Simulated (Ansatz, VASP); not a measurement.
# Al3GaN4: VASP beside Ansatz

Contents of INCAR:

```
SYSTEM = Al3GaN4
  PREC = Accurate
  ENCUT = 520
  EDIFF = 1E-7
  ISMEAR = 0
  SIGMA = 0.05
  LREAL = .FALSE.
  LASPH = .TRUE.
  NELM = 100
  ALGO = Normal
  ISIF = 2
  LWAVE = .FALSE.
  LCHARG = .TRUE.
  GGA = PS
  LELF = .TRUE.
  LVHAR = .TRUE.
  NBANDS = 31
```

File KPOINTS:

```
Automatic mesh
0
G
  6 6 6
  0 0 0
```

File POSCAR:

```
Al3GaN4
1.0
    4.4069948390      0.0000000000      0.0000000000
    0.0000000000      4.4069948390      0.0000000000
    0.0000000000      0.0000000000      4.4069948390
Al Ga N
3 1 4
Direct
    0.5000000000      0.5000000000      0.0000000000
    0.5000000000      0.0000000000      0.5000000000
    0.0000000000      0.5000000000      0.5000000000
   -0.0065503851     -0.0065503851     -0.0065503851
    0.7447077168      0.7447077168      0.2552922832
    0.7447077168      0.2552922832      0.7447077168
    0.2552922832      0.7447077168      0.7447077168
    0.2552922832      0.2552922832      0.2552922832
```

Input for Ansatz:

```yaml
crystal:
  lattice:
    - [4.406994839, 0.0, 0.0]
    - [0.0, 4.406994839, 0.0]
    - [0.0, 0.0, 4.406994839]
  atoms:
    - { symbol: Al, position: [0.5, 0.5, 0.0] }
    - { symbol: Al, position: [0.5, 0.0, 0.5] }
    - { symbol: Al, position: [0.0, 0.5, 0.5] }
    - { symbol: Ga, position: [-0.0065503851, -0.0065503851, -0.0065503851] }
    - { symbol: "N", position: [0.7447077168, 0.7447077168, 0.2552922832] }
    - { symbol: "N", position: [0.7447077168, 0.2552922832, 0.7447077168] }
    - { symbol: "N", position: [0.2552922832, 0.7447077168, 0.7447077168] }
    - { symbol: "N", position: [0.2552922832, 0.2552922832, 0.2552922832] }
basis:
  ecutwfc: 420
kpoints:
  mp_grid: { grid: [6, 6, 6] }
hamiltonian:
  xc: pbesol
scf:
  occupations: { method: gaussian, width: 0.05 }
output:
  forces: true
  stress: true
  eigenvalues: true
```

Change from the starting cell: all Ga atoms moved -0.050 Å, as atom 4 along Cartesian [1 1 1].

Alike in both runs: task single point; functional PBEsol; k mesh 6 × 6 × 6; occupations gaussian, width 0.05 eV; no spin polarisation.

|  | VASP | Ansatz |
| --- | --- | --- |
| version | VASP 6.6.1 | Ansatz 0.2.0 |
| potentials or method | VASP PAW PBE potentials, release 64 (Al, Ga_d, N), cutoff 520 eV | scalar-relativistic, plane waves, PAW |
| valence electrons in the cell | 42 | 42 |

|  | VASP | Ansatz | Ansatz less VASP |
| --- | --- | --- | --- |
| gap on the k mesh at the Fermi level (eV) | 3.09 | 3.09 | +0.004 |
| least direct gap on the mesh (eV) | 3.09 | 3.09 | +0.004 |
| pressure (GPa) | 0.0 | 0.1 | +0.07 |
| traceless stress, the component that is largest in VASP (GPa) | -0.42 | -0.43 | -0.011 |
| rms of the force components (eV/Å) | 0.201 | 0.202 | +0.0017 |

VASP's potentials were made for PBE, not for PBEsol. Atom by atom the forces differ by 0.004 eV/Å (rms over components). The functional is the same, so the differences come from potentials, cutoffs and numerics.
